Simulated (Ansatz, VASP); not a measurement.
## Mg2C: VASP beside Ansatz

The input INCAR:

```
PREC = Accurate ; ENCUT = 520
EDIFF = 1E-6 ; ISMEAR = 0
SIGMA = 0.01 ; LREAL = False
LASPH = True ; NELM = 60
ALGO = Normal ; ISIF = 2
LWAVE = False ; LCHARG = True
GGA = PE ; LELF = True
LVHAR = True ; NBANDS = 11
```

Contents of KPOINTS:

```
Automatic mesh
0
Gamma
  6 6 6
```

The input POSCAR:

```
Mg2C
1.0
    0.0000000000      2.6741241159      2.6741241159
    2.6741241159      0.0000000000      2.6741241159
    2.6741241159      2.6741241159      0.0000000000
C Mg
1 2
Direct
    0.0000000000      0.0000000000      0.0000000000
    0.2500000000      0.2500000000      0.2500000000
    0.7500000000      0.7500000000      0.7500000000
```

Input for Ansatz:

```yaml
crystal:
  lattice:
    - [0.0, 2.6741241159, 2.6741241159]
    - [2.6741241159, 0.0, 2.6741241159]
    - [2.6741241159, 2.6741241159, 0.0]
  atoms:
    - { symbol: C, position: [0.0, 0.0, 0.0] }
    - { symbol: Mg, position: [0.25, 0.25, 0.25] }
    - { symbol: Mg, position: [0.75, 0.75, 0.75] }
kpoints:
  mp_grid: { grid: [6, 6, 6] }
hamiltonian:
  xc: pbe
scf:
  occupations: { method: fixed }
  n_extra_bands: 4
output:
  forces: true
  stress: true
  eigenvalues: true
```

Alike in both runs: task single point; functional PBE; k mesh 6 × 6 × 6; no spin polarisation.

|  | VASP | Ansatz |
| --- | --- | --- |
| version | VASP 6.6.1 | Ansatz 0.2.0 |
| potentials or method | VASP PAW PBE potentials, release 64 (C, Mg) | plane waves, PAW |
| plane-wave cutoff (eV) | 520 | 420 |
| occupations | gaussian, width 0.01 eV | fixed |
| valence electrons in the cell | 8 | 24 |

|  | VASP | Ansatz | Ansatz less VASP |
| --- | --- | --- | --- |
| gap on the k mesh at the Fermi level (eV) | 0.73 | 0.74 | +0.011 |
| pressure (GPa) | 6.2 | 6.3 | +0.14 |

VASP's potentials hold 8 valence electrons a cell and Ansatz's 24, so a difference there can come from the potentials and not from the codes.
